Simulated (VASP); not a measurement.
# Sn (Immm) in VASP: a series of runs, part 2 of 2

VASP 6.6.1.

## Step 4: Single point, PBEsol+D3(BJ) (strain +0.0100 x Voigt [0, 1, 0, 0, 0, 0])

File INCAR:

```
SYSTEM = Sn
PREC     = Accurate       ! precision mode
ENCUT    = 520            ! plane-wave cutoff, eV
EDIFF    = 1E-6           ! SCF threshold, eV
ISMEAR   = 0              ! smearing method
SIGMA    = 0.15           ! smearing width, eV
LREAL    = .False.        ! projectors in reciprocal space
LASPH    = .True.         ! aspherical terms in the spheres
NELM     = 60             ! most SCF steps
ALGO     = Fast           ! electronic algorithm
ISIF     = 2              ! what is computed and relaxed
LWAVE    = .False.        ! write WAVECAR
LCHARG   = .False.        ! write CHGCAR
GGA      = PS             ! functional
IVDW     = 12             ! dispersion correction
NBANDS   = 13             ! bands
```

File KPOINTS:

```
Automatic mesh
0
Gamma
  24 24 24
  0 0 0
```

File POSCAR:

```
Sn
1.0
   -1.8221530004      1.7477629846      1.9868244599
    1.8221530004     -1.7477629846      1.9868244599
    1.8221530004      1.7477629846     -1.9868244599
Sn
1
Direct
    0.0000000000      0.0000000000      0.0000000000
```

Potentials or basis: VASP PAW PBE potentials, release 64 (Sn_d).

Started as:

```
$ cat potpaw_PBE.64/Sn_d/POTCAR > POTCAR
$ mpirun -np 1 vasp_std > vasp.out
```

OUTCAR:

```text
SYSTEM = Sn
   PREC = Accurate
   ENCUT = 520
   EDIFF = 1E-6
   ISMEAR = 0
   LREAL = .False.
   LASPH = .True.
   NELM = 60
   ISIF = 2
   GGA = PS
   IVDW = 12
 IVDW          = 12

 ion  position               nearest neighbor table
   1  0.000  0.000  0.000-

  LATTYP: Found a body centered orthorhombic cell.
 ALAT       =     3.4955259692
 B/A-ratio  =     1.0425629885
 C/A-ratio  =     1.1367814042

  Lattice vectors:

 A1 = (   1.8221530004,  -1.7477629846,  -1.9868244599)
 A2 = (  -1.8221530004,   1.7477629846,  -1.9868244599)
 A3 = (   1.8221530004,   1.7477629846,   1.9868244599)

Analysis of symmetry for initial positions (statically):
=====================================================================
 Subroutine PRICEL returns:
 Original cell was already a primitive cell.

 Routine SETGRP: Setting up the symmetry group for a
 body centered orthorhombic supercell.

 Subroutine GETGRP returns: Found  8 space group operations
 (whereof  8 operations were pure point group operations)
 out of a pool of  8 trial point group operations.

The static configuration has the point symmetry D_2h.

[... 171 lines left out ...]
      4     -12.5392      2.00000
      5     -12.4789      2.00000
      6      -2.8216      2.00000
      7      17.0405      0.00000
      8      17.1744      0.00000
      9      17.7935      0.00000
     10      20.3450      0.00000
     11      21.0422      0.00000
     12      21.7882      0.00000
     13      22.0108      0.00000
[... 354 lines left out ...]
  band No.  band energies     occupation
      1     -12.7147      2.00000
      2     -12.6505      2.00000
      3     -12.5344      2.00000
      4     -12.4859      2.00000
      5     -12.4136      2.00000
      6       1.4966      2.00000
      7       5.0207      2.00000
      8      12.7477      0.00000
      9      14.5470      0.00000
     10      17.6695      0.00000
     11      18.2740      0.00000
     12      22.3106      0.00000
     13      25.3639      0.00000

 [... further k-points ...]

------------------------ aborting loop because EDIFF is reached ----------------------------------------

 Edisp (eV)   -0.41947

 E8    (eV) :    -0.2959

  FORCE on cell =-STRESS in cart. coord.  units (eV):
  Direction    XX          YY          ZZ          XY          YZ          ZX
  --------------------------------------------------------------------------------------
  -------------------------------------------------------------------------------------
  Total      -0.05998    -0.12490    -0.11096     0.00000     0.00000     0.00000
  in kB      -3.79703    -7.90649    -7.02409     0.00000     0.00000     0.00000
  external pressure =       -6.24 kB  Pullay stress =        0.00 kB

 VOLUME and BASIS-vectors are now :
 -----------------------------------------------------------------------------
  energy-cutoff  :      520.00
  volume of cell :       25.31
      direct lattice vectors                 reciprocal lattice vectors
    -1.822153000  1.747762985  1.986824460     0.000000000  0.286079980  0.251657864
     1.822153000 -1.747762985  1.986824460     0.274400668  0.000000000  0.251657864
     1.822153000  1.747762985 -1.986824460     0.274400668  0.286079980  0.000000000

 POSITION                                       TOTAL-FORCE (eV/Angst)
 -----------------------------------------------------------------------------------
      0.00000      0.00000      0.00000         0.000000      0.000000      0.000000
 -----------------------------------------------------------------------------------
    total drift:                                0.000000      0.000000     -0.000000

  FREE ENERGIE OF THE ION-ELECTRON SYSTEM (eV)
  ---------------------------------------------------
  free  energy   TOTEN  =        -4.6510209215 eV

  energy  without entropy=       -4.6450580505  energy(sigma->0) =       -4.64803949
```

Wall time 2.4 min (1 thread of Intel Xeon 6975P-C (Granite Rapids), shared host); peak memory 0.66 GiB.

What came out:

| Quantity | Value |
| --- | --- |
| Free energy | -4.6510 eV |
| Pressure | -0.6 GPa |
| Band gap on the k mesh | zero (bands 7 and 8 overlap by 10.77 eV) |
| Dispersion energy per atom | -0.419 eV |

Levels at points of the mesh, in eV from the Fermi level:
```csv
k point,band 3,band 4,band 5,band 6,band 7,band 8,band 9,band 10,band 11,band 12
"(0.00, 0.00, 0.00)",-21.48,-21.38,-21.32,-11.66,8.20,8.34,8.95,11.51,12.20,12.95
"(0.50, 0.00, 0.00)",-21.37,-21.32,-21.24,-6.56,-4.86,4.10,5.89,8.67,8.79,13.36
"(0.00, 0.50, 0.00)",-21.39,-21.34,-21.25,-6.90,-4.98,4.71,6.70,9.38,9.57,13.03
"(0.50, 0.50, 0.00)",-21.33,-21.31,-21.22,-6.00,-4.59,3.03,4.42,7.33,7.42,16.98
"(0.50, 0.50, 0.50)",-21.28,-21.25,-21.24,-2.50,-1.88,-0.27,0.64,3.61,4.55,18.81
```

Caveat: the cell differs from its parent crystal (strain +0.0100 x Voigt [0, 1, 0, 0, 0, 0]); the PAW data sets were made with another functional, which shifts forces and pressure a little; spin-orbit coupling is left out, which moves the levels of the heavy elements.

## Step 5: Single point, PBEsol+D3(BJ) (strain +0.0150 x Voigt [0, 1, 0, 0, 0, 0])

File INCAR:

```
SYSTEM = Sn
PREC     = Accurate       ! precision mode
ENCUT    = 520            ! plane-wave cutoff, eV
EDIFF    = 1E-7           ! SCF threshold, eV
ISMEAR   = 0              ! smearing method
SIGMA    = 0.15           ! smearing width, eV
LREAL    = .FALSE.        ! projectors in reciprocal space
LASPH    = .TRUE.         ! aspherical terms in the spheres
NELM     = 60             ! most SCF steps
ALGO     = Fast           ! electronic algorithm
ISIF     = 2              ! what is computed and relaxed
LWAVE    = .FALSE.        ! write WAVECAR
LCHARG   = .FALSE.        ! write CHGCAR
GGA      = PS             ! functional
IVDW     = 12             ! dispersion correction
NBANDS   = 13             ! bands
```

File KPOINTS:

```
Automatic mesh
0
G
  24 24 24
  0 0 0
```

File POSCAR:

```
Sn
1.0
   -1.8221530004      1.7564152766      1.9868244599
    1.8221530004     -1.7564152766      1.9868244599
    1.8221530004      1.7564152766     -1.9868244599
Sn
1
Direct
    0.0000000000      0.0000000000      0.0000000000
```

Potentials or basis: VASP PAW PBE potentials, release 64 (Sn_d).

Started as:

```
$ cat potpaw_PBE.64/Sn_d/POTCAR > POTCAR
$ mpirun -np 1 vasp_std > vasp.out
```

OUTCAR:

```text
SYSTEM = Sn
   PREC = Accurate
   ENCUT = 520
   EDIFF = 1E-7
   ISMEAR = 0
   LREAL = .FALSE.
   LASPH = .TRUE.
   NELM = 60
   ISIF = 2
   GGA = PS
   IVDW = 12
 IVDW          = 12

 ion  position               nearest neighbor table
   1  0.000  0.000  0.000-

  LATTYP: Found a body centered orthorhombic cell.
 ALAT       =     3.5128305532
 B/A-ratio  =     1.0374272102
 C/A-ratio  =     1.1311814958

  Lattice vectors:

 A1 = (   1.8221530004,  -1.7564152766,  -1.9868244599)
 A2 = (  -1.8221530004,   1.7564152766,  -1.9868244599)
 A3 = (   1.8221530004,   1.7564152766,   1.9868244599)

Analysis of symmetry for initial positions (statically):
=====================================================================
 Subroutine PRICEL returns:
 Original cell was already a primitive cell.

 Routine SETGRP: Setting up the symmetry group for a
 body centered orthorhombic supercell.

 Subroutine GETGRP returns: Found  8 space group operations
 (whereof  8 operations were pure point group operations)
 out of a pool of  8 trial point group operations.

The static configuration has the point symmetry D_2h.

[... 171 lines left out ...]
      4     -12.5992      2.00000
      5     -12.5421      2.00000
      6      -2.8464      2.00000
      7      16.9520      0.00000
      8      17.1075      0.00000
      9      17.6418      0.00000
     10      20.2720      0.00000
     11      21.0091      0.00000
     12      21.6891      0.00000
     13      21.8500      0.00000
[... 354 lines left out ...]
  band No.  band energies     occupation
      1     -12.7736      2.00000
      2     -12.7102      2.00000
      3     -12.5963      2.00000
      4     -12.5502      2.00000
      5     -12.4772      2.00000
      6       1.4392      2.00000
      7       4.9588      2.00000
      8      12.6863      0.00000
      9      14.4962      0.00000
     10      17.6042      0.00000
     11      18.2059      0.00000
     12      22.2507      0.00000
     13      25.2757      0.00000

 [... further k-points ...]

------------------------ aborting loop because EDIFF is reached ----------------------------------------

 Edisp (eV)   -0.41731

 E8    (eV) :    -0.2944

  FORCE on cell =-STRESS in cart. coord.  units (eV):
  Direction    XX          YY          ZZ          XY          YZ          ZX
  --------------------------------------------------------------------------------------
  -------------------------------------------------------------------------------------
  Total      -0.11486    -0.18300    -0.14984     0.00000     0.00000     0.00000
  in kB      -7.23501   -11.52715    -9.43860     0.00000     0.00000     0.00000
  external pressure =       -9.40 kB  Pullay stress =        0.00 kB

 VOLUME and BASIS-vectors are now :
 -----------------------------------------------------------------------------
  energy-cutoff  :      520.00
  volume of cell :       25.43
      direct lattice vectors                 reciprocal lattice vectors
    -1.822153000  1.756415277  1.986824460     0.000000000  0.284670719  0.251657864
     1.822153000 -1.756415277  1.986824460     0.274400668  0.000000000  0.251657864
     1.822153000  1.756415277 -1.986824460     0.274400668  0.284670719  0.000000000

 POSITION                                       TOTAL-FORCE (eV/Angst)
 -----------------------------------------------------------------------------------
      0.00000      0.00000      0.00000        -0.000000      0.000000     -0.000000
 -----------------------------------------------------------------------------------
    total drift:                               -0.000000      0.000000      0.000000

  FREE ENERGIE OF THE ION-ELECTRON SYSTEM (eV)
  ---------------------------------------------------
  free  energy   TOTEN  =        -4.6502931553 eV

  energy  without entropy=       -4.6442283622  energy(sigma->0) =       -4.64726076
```

OSZICAR:

```text
N       E                     dE             d eps       ncg     rms          rms(c)
DAV:   1     0.804092729401E+02    0.80409E+02   -0.71743E+03 52719   0.165E+03
DAV:   2     0.128826920335E+01   -0.79121E+02   -0.76537E+02 54366   0.343E+02
DAV:   3    -0.414499984274E+01   -0.54333E+01   -0.54104E+01 60652   0.724E+01
DAV:   4    -0.425302495984E+01   -0.10803E+00   -0.10800E+00 60580   0.109E+01
DAV:   5    -0.425658739138E+01   -0.35624E-02   -0.35624E-02 66077   0.193E+00    0.153E+00
RMM:   6    -0.423878271522E+01    0.17805E-01   -0.15412E-02 64806   0.167E+00    0.856E-01
RMM:   7    -0.423321900904E+01    0.55637E-02   -0.10752E-02 64215   0.126E+00    0.127E-01
RMM:   8    -0.423295326871E+01    0.26574E-03   -0.10185E-03 72365   0.431E-01    0.328E-02
RMM:   9    -0.423298317020E+01   -0.29901E-04   -0.32176E-04 80213   0.165E-01    0.280E-02
RMM:  10    -0.423298563273E+01   -0.24625E-05   -0.42730E-05 68844   0.951E-02    0.133E-02
RMM:  11    -0.423298619037E+01   -0.55763E-06   -0.22052E-05 78512   0.503E-02    0.396E-03
RMM:  12    -0.423298670851E+01   -0.51814E-06   -0.58264E-06 83393   0.217E-02    0.206E-03
RMM:  13    -0.423298671791E+01   -0.93949E-08   -0.51500E-07 54428   0.649E-03
   1 F= -.46502932E+01 E0= -.46472608E+01  d E =-.606479E-02
```

stdout:

```text
POSCAR found type information on POSCAR Sn
 POSCAR found :  1 types and       1 ions
 scaLAPACK will be used
 -----------------------------------------------------------------------------
|                                                                             |
|                                                                             |
|     You enforced a specific xc type in the INCAR file but a different       |
[... 62 lines left out ...]
WARNING in EDDRMM: call to ZHEGV failed, returncode =   8  4     10
WARNING in EDDRMM: call to ZHEGV failed, returncode =   6  3     12
WARNING in EDDRMM: call to ZHEGV failed, returncode =   8  4     11
WARNING in EDDRMM: call to ZHEGV failed, returncode =   6  3     12
WARNING in EDDRMM: call to ZHEGV failed, returncode =   8  4     12
WARNING in EDDRMM: call to ZHEGV failed, returncode =   6  3     12
WARNING in EDDRMM: call to ZHEGV failed, returncode =   8  4     13
```

It took 15 min on 1 thread of Oxide Virtual Turin-like, shared host; peak memory 0.62 GiB.

Results:

* Free energy: -4.6503 eV
* Pressure: -0.9 GPa
* Band gap on the k mesh: zero (bands 7 and 8 overlap by 10.74 eV)
* Dispersion energy per atom: -0.417 eV

Stress tensor (GPa, compression positive):
```
-0.72  0.00  0.00
 0.00 -1.15  0.00
 0.00  0.00 -0.94
```

Caveat: the cell differs from its parent crystal (strain +0.0150 x Voigt [0, 1, 0, 0, 0, 0]); the PAW data sets were made with another functional, which shifts forces and pressure a little; spin-orbit coupling is left out, which moves the levels of the heavy elements.

## Step 6: Overview

```csv
cell,further INCAR settings,gap on the mesh (eV),pressure (GPa)
"a = 3.199 Å, angles 110.6, 114.9, 103.2°, 1 atom",ALGO = Fast; EDIFF = 1e-06; NBANDS = 13,none,0.4
"a = 3.208 Å, angles 110.8, 114.3, 103.5°, 1 atom",ALGO = Fast; EDIFF = 1e-07; NBANDS = 13,none,-0.3
"a = 3.213 Å, angles 110.9, 114.1, 103.6°, 1 atom",ALGO = Fast; EDIFF = 1e-06; NBANDS = 13,none,-0.6
"a = 3.218 Å, angles 111.0, 113.8, 103.7°, 1 atom",ALGO = Fast; EDIFF = 1e-07; NBANDS = 13,none,-0.9
```

Alike in all rows: task single point; level PBEsol+D3(BJ); potentials or basis VASP PAW PBE potentials, release 64 (Sn_d); no spin polarisation; k mesh 24 × 24 × 24; cutoff (eV) 520; smearing gaussian 0.15 eV.

Caveats: the PAW data sets were made with another functional, which shifts forces and pressure a little; spin-orbit coupling is left out, which moves the levels of the heavy elements.

Absolute energies hang on the potentials; compare differences alone.
